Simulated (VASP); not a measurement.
Wanted: the native input for a VASP 6.6.1 run.

* Task: single point
* Functional: PBEsol
* Potentials or basis: VASP PAW PBE potentials, release 64 (Ta_pv, N)
* Cutoff: 520 eV
* k mesh: 12 × 12 × 8
* Occupations: gaussian, width 0.15 eV
* Spin: no spin polarisation
* Dipole correction: no
* Further INCAR settings: ALGO = Fast; EDIFF = 1e-06; NBANDS = 50

The structure of Ta2N lies in POSCAR:

```
Ta2N
1.0
    5.2640975886      0.0000000000      0.0000000000
   -2.6320487943      4.5588422398      0.0000000000
    0.0000000000      0.0000000000      4.9126024056
Ta N
6 3
Direct
    0.6668041045      0.6668041045      0.7527922812
    0.0000000000      0.3331958955      0.7527922812
    0.3331958955      0.0000000000      0.7527922812
    0.3331958955      0.3331958955      0.2472077188
    1.0000000000      0.6668041045      0.2472077188
    0.6668041045      0.0000000000      0.2472077188
    0.6886020605      0.3772041210      0.5000000000
    0.3333333333      0.6666666667      0.5000000000
    0.0000000000      0.0000000000      0.0000000000
```

This cell differs from its parent crystal: atom 7 (N) moved +0.200 Å along Cartesian [0 1 0].

One way to write it, as run:

INCAR

```
SYSTEM = Ta2N
PREC = Accurate
ENCUT = 520
EDIFF = 1E-6
ISMEAR = 0
SIGMA = 0.15
LREAL = .FALSE.
LASPH = .TRUE.
NELM = 80
ALGO = Fast
ISIF = 2
LWAVE = .FALSE.
LCHARG = .TRUE.
GGA = PS
LVHAR = .TRUE.
NBANDS = 50
KPAR = 4
```

KPOINTS

```
regular mesh
0
G
  12 12 8
  0 0 0
```

Potentials or basis: VASP PAW PBE potentials, release 64 (Ta_pv, N).

Launch:

```console
$ cat potpaw_PBE.64/Ta_pv/POTCAR potpaw_PBE.64/N/POTCAR > POTCAR
$ mpirun -np 4 vasp_std > vasp.out
```

Results of the run:

```yaml
Pressure: 2.0 GPa
Largest_force: 3.383 eV/Å
Band_gap_on_the_k_mesh: zero (an odd number of electrons rules out a gap without spin polarisation)
```

Caveat: the cell differs from its parent crystal (atom 7 (N) moved +0.200 Å along Cartesian [0 1 0]); the PAW data sets were made with another functional, which shifts forces and pressure a little; spin-orbit coupling is left out, which moves the levels of the heavy elements.

It took 22 min on 4 MPI ranks on Oxide Virtual Turin-like Processor (shared host), peak memory 1.2 GiB a rank.
